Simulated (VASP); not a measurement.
# MgO in VASP: notebook, part 2 of 3

VASP 6.6.1. Earlier steps stand in the parts before.

**3. Electric field gradients, PBE (volume scaled by 0.9405)**

Input file INCAR:

```
ALGO = Normal
EDIFF = 1E-8
ENCUT = 520
GGA = PE
ISIF = 2
ISMEAR = -1
LASPH = True
LCHARG = False
LEFG = True
LREAL = False
LWAVE = False
NBANDS = 11
NELM = 100
PREC = Accurate
SIGMA = 0.01
```

Input file KPOINTS:

```
k-points
0
Gamma
  11 11 11
```

Input file POSCAR:

```
MgO
1.0
    0.0000000000      2.0919340588      2.0919340588
    2.0919340588      0.0000000000      2.0919340588
    2.0919340588      2.0919340588      0.0000000000
Mg O
1 1
Direct
    0.0000000000      0.0000000000      0.0000000000
    0.5000000000      0.5000000000      0.5000000000
```

Potentials or basis: VASP PAW PBE potentials, release 64 (Mg, O).

Command:

```
> cat potpaw_PBE.64/Mg/POTCAR potpaw_PBE.64/O/POTCAR > POTCAR
> mpirun -np 1 vasp_std > vasp.out
```

OUTCAR:

```text
EDIFF = 1E-8
   ENCUT = 520
   GGA = PE
   ISIF = 2
   ISMEAR = -1
   LASPH = True
   LREAL = False
   NELM = 100
   PREC = Accurate

 ion  position               nearest neighbor table
   1  0.000  0.000  0.000-   2 2.09   2 2.09   2 2.09   2 2.09   2 2.09   2 2.09
   2  0.500  0.500  0.500-   1 2.09   1 2.09   1 2.09   1 2.09   1 2.09   1 2.09

  LATTYP: Found a face centered cubic cell.
 ALAT       =     4.1838681176

  Lattice vectors:

 A1 = (   0.0000000000,   2.0919340588,   2.0919340588)
 A2 = (   2.0919340588,   0.0000000000,   2.0919340588)
 A3 = (   2.0919340588,   2.0919340588,   0.0000000000)

Analysis of symmetry for initial positions (statically):
=====================================================================
 Subroutine PRICEL returns:
 Original cell was already a primitive cell.

 Routine SETGRP: Setting up the symmetry group for a
 face centered cubic supercell.

 Subroutine GETGRP returns: Found 48 space group operations
 (whereof 48 operations were pure point group operations)
 out of a pool of 48 trial point group operations.

The static configuration has the point symmetry O_h .

Analysis of symmetry for dynamics (positions and initial velocities):
=====================================================================
 Subroutine PRICEL returns:
 Original cell was already a primitive cell.

 Routine SETGRP: Setting up the symmetry group for a
 face centered cubic supercell.

 Subroutine GETGRP returns: Found 48 space group operations
 (whereof 48 operations were pure point group operations)
 out of a pool of 48 trial point group operations.

The dynamic configuration has the point symmetry O_h .

[... 161 lines left out ...]
      7      19.2537      0.00000
      8      19.2537      0.00000
      9      23.2239      0.00000
     10      25.0219      0.00000
     11      25.0219      0.00000
[... 309 lines left out ...]
 k-point    24 :      -0.1818    0.1818    0.0000
  band No.  band energies     occupation
      1     -13.2160      2.00000
      2       0.4403      2.00000
      3       2.2007      2.00000
      4       2.9523      2.00000
      5      11.5739      0.00000
      6      15.4951      0.00000
      7      19.0368      0.00000
      8      21.4978      0.00000
      9      21.5667      0.00000
     10      24.8338      0.00000
     11      28.2297      0.00000

 [... further k-points ...]
[... 5 lines left out ...]
  --------------------------------------------------------------------------------------
  -------------------------------------------------------------------------------------
  Total        0.8566825      0.8566825      0.8566825     -0.0000000     -0.0000000      0.0000000
  in kB       74.9646449     74.9646449     74.9646449     -0.0000000     -0.0000000      0.0000000
  external PRESSURE =      74.9646449 kB  Pullay stress =       0.0000000 kB

 VOLUME and BASIS-vectors are now :
 -----------------------------------------------------------------------------
  energy-cutoff  :      520.00
  volume of cell :       18.31
      direct lattice vectors                 reciprocal lattice vectors
     0.000000000  2.091934059  2.091934059    -0.239013270  0.239013270  0.239013270
     2.091934059  0.000000000  2.091934059     0.239013270 -0.239013270  0.239013270
     2.091934059  2.091934059  0.000000000     0.239013270  0.239013270 -0.239013270

 POSITION                                       TOTAL-FORCE (eV/Angst)
 -----------------------------------------------------------------------------------
      0.00000      0.00000      0.00000        -0.000000     -0.000000      0.000000
      2.09193      2.09193      2.09193         0.000000      0.000000     -0.000000
 -----------------------------------------------------------------------------------
    total drift:                               -0.000000     -0.000000      0.000000

  FREE ENERGIE OF THE ION-ELECTRON SYSTEM (eV)
  ---------------------------------------------------
  free  energy   TOTEN  =       -11.8918208207 eV

  energy  without entropy=      -11.8918208207  energy(sigma->0) =      -11.89182082

 Electric field gradients (V/A^2)
---------------------------------------------------------------------
 ion       V_xx      V_yy      V_zz      V_xy      V_xz      V_yz
---------------------------------------------------------------------
   1       0.000     0.000     0.000    -0.000    -0.000    -0.000
   2       0.000     0.000    -0.000    -0.002    -0.002    -0.002
---------------------------------------------------------------------

 Electric field gradients after diagonalization (V/A^2)
 (convention: |V_zz| > |V_xx| > |V_yy|)
----------------------------------------------------------------------
 ion       V_xx      V_yy      V_zz     asymmetry (V_yy - V_xx)/ V_zz
----------------------------------------------------------------------
   1       0.000     0.000    -0.000       0.000
   2       0.002     0.002    -0.004       0.000
----------------------------------------------------------------------

           NMR quadrupolar parameters

 Cq : quadrupolar parameter    Cq=e*Q*V_zz/h
 eta: asymmetry parameters     (V_yy - V_xx)/ V_zz
 Q  : nuclear electric quadrupole moment in mb (millibarn)
----------------------------------------------------------------------
 ion       Cq(MHz)       eta       Q (mb)
----------------------------------------------------------------------
   1      -0.000       0.000       1.000
   2      -0.000       0.000       1.000
----------------------------------------------------------------------
```

OSZICAR:

```text
N       E                     dE             d eps       ncg     rms          rms(c)
DAV:   1     0.149098659676E+02    0.14910E+02   -0.46634E+03  1400   0.650E+02
DAV:   2    -0.128184488599E+02   -0.27728E+02   -0.26807E+02  1428   0.136E+02
DAV:   3    -0.134550454450E+02   -0.63660E+00   -0.63619E+00  1468   0.176E+01
DAV:   4    -0.134565851457E+02   -0.15397E-02   -0.15397E-02  1349   0.997E-01
DAV:   5    -0.134565900045E+02   -0.48588E-05   -0.48588E-05  1430   0.547E-02    0.724E+00
DAV:   6    -0.119080857549E+02    0.15485E+01   -0.86446E+00  1268   0.163E+01    0.219E+00
DAV:   7    -0.118971441376E+02    0.10942E-01   -0.49293E-02  1346   0.204E+00    0.134E+00
DAV:   8    -0.118921156180E+02    0.50285E-02   -0.25701E-02  1280   0.181E+00    0.220E-01
DAV:   9    -0.118918107757E+02    0.30484E-03   -0.46434E-04  1427   0.151E-01    0.125E-01
DAV:  10    -0.118918193401E+02   -0.85644E-05   -0.41817E-04  1361   0.153E-01    0.832E-03
DAV:  11    -0.118918209742E+02   -0.16341E-05   -0.21616E-06  1424   0.125E-02    0.505E-03
DAV:  12    -0.118918208277E+02    0.14646E-06   -0.52114E-07  1388   0.553E-03    0.394E-04
DAV:  13    -0.118918208402E+02   -0.12523E-07   -0.33175E-08  1273   0.981E-04    0.127E-04
DAV:  14    -0.118918208198E+02    0.20390E-07   -0.11649E-09   709   0.230E-04    0.170E-05
DAV:  15    -0.118918208207E+02   -0.84225E-09   -0.45821E-11   661   0.608E-05
   1 F= -.11891821E+02 E0= -.11891821E+02  d E =-.286857E-16
```

stdout:

```text
POSCAR found type information on POSCAR MgO
 POSCAR found :  2 types and       2 ions
 scaLAPACK will be used
 LDA part: xc-table for (Slater+PW92), standard interpolation
 POSCAR, INCAR and KPOINTS ok, starting setup
 FFT: planning ... GRIDC
 FFT: planning ... GRID_SOFT
 FFT: planning ... GRID
 WAVECAR not read
 entering main loop
ion   1

ion   2
```

Wall time 5.2 s (1 thread of Intel Xeon 6975P-C (Granite Rapids), shared host); peak memory 0.14 GiB.

What came out:

| Property | Result |
| --- | --- |
| Free energy | -11.8918 eV |
| Pressure | 7.5 GPa |
| Band gap on the k mesh | 4.93 eV, direct |

Caveat: without QUAD_EFG the Cq values of the log hold for a quadrupole moment of 1 mb, not for the nuclei.

**4. Electric field gradients, PBE (volume scaled by 0.98)**

Input file INCAR:

```
PREC = Accurate
ENCUT = 520
EDIFF = 1E-8
ISMEAR = -1
SIGMA = 0.01
LREAL = False
LASPH = True
NELM = 100
ALGO = Normal
ISIF = 2
LWAVE = False
LCHARG = False
GGA = PE
LEFG = True
NBANDS = 11
```

Input file KPOINTS:

```
Automatic mesh
0
Gamma
  11 11 11
```

Input file POSCAR:

```
MgO
1.0
    0.0000000000      2.1208197024      2.1208197024
    2.1208197024      0.0000000000      2.1208197024
    2.1208197024      2.1208197024      0.0000000000
Mg O
1 1
Direct
    0.0000000000      0.0000000000      0.0000000000
    0.5000000000      0.5000000000      0.5000000000
```

Potentials or basis: VASP PAW PBE potentials, release 64 (Mg, O).

Command:

```
> cat potpaw_PBE.64/Mg/POTCAR potpaw_PBE.64/O/POTCAR > POTCAR
> mpirun -np 1 vasp_std > vasp.out
```

OUTCAR:

```text
PREC = Accurate
   ENCUT = 520
   EDIFF = 1E-8
   ISMEAR = -1
   LREAL = False
   LASPH = True
   NELM = 100
   ISIF = 2
   GGA = PE

 ion  position               nearest neighbor table
   1  0.000  0.000  0.000-   2 2.12   2 2.12   2 2.12   2 2.12   2 2.12   2 2.12
   2  0.500  0.500  0.500-   1 2.12   1 2.12   1 2.12   1 2.12   1 2.12   1 2.12

  LATTYP: Found a face centered cubic cell.
 ALAT       =     4.2416394048

  Lattice vectors:

 A1 = (   0.0000000000,   2.1208197024,   2.1208197024)
 A2 = (   2.1208197024,   0.0000000000,   2.1208197024)
 A3 = (   2.1208197024,   2.1208197024,   0.0000000000)

Analysis of symmetry for initial positions (statically):
=====================================================================
 Subroutine PRICEL returns:
 Original cell was already a primitive cell.

 Routine SETGRP: Setting up the symmetry group for a
 face centered cubic supercell.

 Subroutine GETGRP returns: Found 48 space group operations
 (whereof 48 operations were pure point group operations)
 out of a pool of 48 trial point group operations.

The static configuration has the point symmetry O_h .

Analysis of symmetry for dynamics (positions and initial velocities):
=====================================================================
 Subroutine PRICEL returns:
 Original cell was already a primitive cell.

 Routine SETGRP: Setting up the symmetry group for a
 face centered cubic supercell.

 Subroutine GETGRP returns: Found 48 space group operations
 (whereof 48 operations were pure point group operations)
 out of a pool of 48 trial point group operations.

The dynamic configuration has the point symmetry O_h .

 Subroutine INISYM returns: Found 48 space group operations
 (whereof 48 operations are pure point group operations),
 and found     1 'primitive' translations

----------------------------------------------------------------------------------------

                                     Primitive cell

  volume of cell :      19.0784

  direct lattice vectors                    reciprocal lattice vectors
     0.000000000  2.120819702  2.120819702    -0.235757900  0.235757900  0.235757900
     2.120819702  0.000000000  2.120819702     0.235757900 -0.235757900  0.235757900
     2.120819702  2.120819702  0.000000000     0.235757900  0.235757900 -0.235757900

  length of vectors
     2.999291986  2.999291986  2.999291986     0.408344662  0.408344662  0.408344662

  position of ions in fractional coordinates (direct lattice)
     0.000000000  0.000000000  0.000000000
     0.500000000  0.500000000  0.500000000

  ion indices of the primitive-cell ions
   primitive index   ion index
                 1           1
                 2           2

----------------------------------------------------------------------------------------

 KPOINTS: Automatic mesh

Automatic generation of k-mesh.
 Grid dimensions read from file:
 generate k-points for:   11   11   11
[... 73 lines left out ...]
   TEBEG  =    0.0;   TEEND  =   0.0 temperature during run
   PSTRESS=    0.0 pullay stress
   NELECT =       8.0000    total number of electrons
   NUPDOWN=      -1.0000    fix difference up-down
   EMIN   =  10.00;   EMAX   =-10.00  energy-range for DOS
   EFERMI =   0.00;   METHOD = LEGACY
   ISMEAR =    -1;   SIGMA  =   0.01  broadening in eV -4-tet -1-fermi 0-gaus
   EFERMI_NEDOS =   21; number of points for ismear=-14 and -15
   IALGO  =     38    algorithm
   IMIX   =      4    mixing-type and parameters
     AMIX     =   0.40;   BMIX     =  1.00
     AMIX_MAG =   1.60;   BMIX_MAG =  1.00
  volume/ion in A,a.u.               =       9.54        64.37
  Fermi-wavevector in a.u.,A,eV,Ry     =   1.225343  2.315563 20.428685  1.501466
  Thomas-Fermi vector in A             =   2.360385
   LORBIT       =      0    0 simple, 1 ext, 2 COOP (PROOUT), +10 PAW based schemes
   GGA     = PE    functional components
   LHFCALC =     F    Hartree Fock is set to
   AEXX    =    0.0000 exact exchange contribution
   IVDW    =     0    specifies the selected vdW correction
   LEPSILON=     F    determine dielectric tensor
   LRPA    =     F    only Hartree local field effects (RPA)
 non-spin polarized calculation
  energy-cutoff  :      520.00
  volume of cell :       19.08
 maximum number of plane-waves:       532
   NGX = 11   NGY = 11   NGZ = 11

 number of electron       8.0000005 magnetization

 Free energy of the ion-electron system (eV)
  ---------------------------------------------------
  ext. energy  EPLUGINS =         0.00000000
  ---------------------------------------------------
  free energy    TOTEN  =       -11.91159491 eV

  energy without entropy =      -11.91159491  energy(sigma->0) =      -11.91159491

 E-fermi :   3.3475     XC(G=0): -10.9796

 val. band max:        3.0310524685   @ k =   0.0000   0.0000   0.0000
 cond. band min:       7.5559803378   @ k =   0.0000   0.0000   0.0000
 fundamental gap:      4.5249278694
 Fermi energy:         3.3475250549

 k-point     1 :       0.0000    0.0000    0.0000
  band No.  band energies     occupation
      1     -14.1261      2.00000
      2       3.0311      2.00000
      3       3.0311      2.00000
      4       3.0311      2.00000
      5       7.5560      0.00000
      6      18.7118      0.00000
      7      18.7118      0.00000
      8      18.7118      0.00000
      9      22.5736      0.00000
     10      24.3236      0.00000
     11      24.3236      0.00000
[... 309 lines left out ...]
 k-point    24 :      -0.1818    0.1818    0.0000
  band No.  band energies     occupation
      1     -13.3732      2.00000
      2       0.2176      2.00000
      3       1.9471      2.00000
      4       2.6736      2.00000
      5      10.8626      0.00000
      6      14.9696      0.00000
      7      18.2734      0.00000
      8      20.7615      0.00000
      9      20.8941      0.00000
     10      24.0519      0.00000
     11      27.1993      0.00000

 [... further k-points ...]
[... 5 lines left out ...]
  --------------------------------------------------------------------------------------
  -------------------------------------------------------------------------------------
  Total        0.0682774      0.0682774      0.0682774      0.0000000     -0.0000000     -0.0000000
  in kB        5.7338503      5.7338503      5.7338503      0.0000000     -0.0000000     -0.0000000
  external PRESSURE =       5.7338503 kB  Pullay stress =       0.0000000 kB

 VOLUME and BASIS-vectors are now :
 -----------------------------------------------------------------------------
  energy-cutoff  :      520.00
  volume of cell :       19.08
      direct lattice vectors                 reciprocal lattice vectors
     0.000000000  2.120819702  2.120819702    -0.235757900  0.235757900  0.235757900
     2.120819702  0.000000000  2.120819702     0.235757900 -0.235757900  0.235757900
     2.120819702  2.120819702  0.000000000     0.235757900  0.235757900 -0.235757900

 POSITION                                       TOTAL-FORCE (eV/Angst)
 -----------------------------------------------------------------------------------
      0.00000      0.00000      0.00000        -0.000000     -0.000000     -0.000000
      2.12082      2.12082      2.12082         0.000000      0.000000      0.000000
 -----------------------------------------------------------------------------------
    total drift:                               -0.000000     -0.000000      0.000000

  FREE ENERGIE OF THE ION-ELECTRON SYSTEM (eV)
  ---------------------------------------------------
  free  energy   TOTEN  =       -11.9115949072 eV

  energy  without entropy=      -11.9115949072  energy(sigma->0) =      -11.91159491

 Electric field gradients (V/A^2)
---------------------------------------------------------------------
 ion       V_xx      V_yy      V_zz      V_xy      V_xz      V_yz
---------------------------------------------------------------------
   1       0.000    -0.000     0.000     0.000     0.000     0.000
   2       0.000     0.000     0.000    -0.002    -0.002    -0.002
---------------------------------------------------------------------

 Electric field gradients after diagonalization (V/A^2)
 (convention: |V_zz| > |V_xx| > |V_yy|)
----------------------------------------------------------------------
 ion       V_xx      V_yy      V_zz     asymmetry (V_yy - V_xx)/ V_zz
----------------------------------------------------------------------
   1      -0.000    -0.000     0.000       0.000
   2       0.002     0.002    -0.005       0.000
----------------------------------------------------------------------

           NMR quadrupolar parameters

 Cq : quadrupolar parameter    Cq=e*Q*V_zz/h
 eta: asymmetry parameters     (V_yy - V_xx)/ V_zz
 Q  : nuclear electric quadrupole moment in mb (millibarn)
----------------------------------------------------------------------
 ion       Cq(MHz)       eta       Q (mb)
----------------------------------------------------------------------
   1       0.000       0.000       1.000
   2      -0.000       0.000       1.000
----------------------------------------------------------------------
```

It took 4.8 s on 1 thread of Intel Xeon 6975P-C (Granite Rapids), shared host; peak memory 0.14 GiB.

What came out:

* Free energy: -11.9116 eV
* Pressure: 0.6 GPa
* Band gap on the k mesh: 4.52 eV, direct

Levels at points of the mesh, in eV from the valence-band top:
| k point | band 1 | band 2 | band 3 | band 4 | band 5 | band 6 | band 7 | band 8 | band 9 |
| --- | --- | --- | --- | --- | --- | --- | --- | --- | --- |
| (0.00, 0.00, 0.00) | -17.16 | 0.00 | 0.00 | 0.00 | 4.52 | 15.68 | 15.68 | 15.68 | 19.54 |

Caveat: without QUAD_EFG the Cq values of the log hold for a quadrupole moment of 1 mb, not for the nuclei.

(Part 2 of 3 ends here.)
